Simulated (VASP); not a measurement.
Wanted: the native input for a VASP 6.6.1 run.

| Quantity | Value |
| --- | --- |
| Task | single point |
| Functional | LDA |
| Potentials or basis | VASP PAW LDA potentials, release 64 (Si) |
| Cutoff | 520 eV |
| k mesh | 12 × 12 × 6 |
| Occupations | gaussian, width 0.03 eV |
| Spin | no spin polarisation |
| Dipole correction | no |
| Further INCAR settings | ALGO = Normal; EDIFF = 1e-06; NBANDS = 16 |

The structure of Si lies in POSCAR:

```
Si
1.0
    3.8313174605      0.0000000000      0.0000000000
   -1.9156587303      3.3180182508      0.0000000000
    0.0000000000      0.0000000000      6.3326220002
Si
4
Direct
    0.2881256254      0.5762512508      0.1577569837
    0.6666666667      0.3333333333      0.5630095000
    0.3333333333      0.6666666667      0.4369905000
    0.6666666667      0.3333333333      0.9369905000
```

This cell differs from its parent crystal: atom 1 (Si) moved by (-0.300, +0.600) A along y and z.

One way to write it, as run:

INCAR

```
PREC = Accurate
ENCUT = 520
EDIFF = 1E-6
ISMEAR = 0
SIGMA = 0.03
LREAL = F
LASPH = T
NELM = 100
ALGO = Normal
ISIF = 2
LWAVE = F
LCHARG = F
NBANDS = 16
```

KPOINTS

```
Automatic mesh
0
Gamma
  12 12 6
```

Potentials or basis: VASP PAW LDA potentials, release 64 (Si).

Run with:

```sh
$ cat potpaw_LDA.64/Si/POTCAR > POTCAR
$ mpirun -np 1 vasp_std > vasp.out
```

Results of the run:

```json
{
  "Pressure": "10.4 GPa",
  "Largest force": "17.032 eV/Å",
  "Band gap on the k mesh": "zero (bands 8 and 9 overlap by 1.07 eV)"
}
```

Caveat: the cell differs from its parent crystal (atom 1 (Si) moved by (-0.300, +0.600) A along y and z); the cell stands under pressure; forces of over 1 eV/Å act on the atoms, so gaps and moduli don't describe the material at rest.

Run time: 98 s on 1 thread of Intel(R) Xeon(R) 6975P-C (Granite Rapids), on a shared host, peak memory 0.31 GiB.
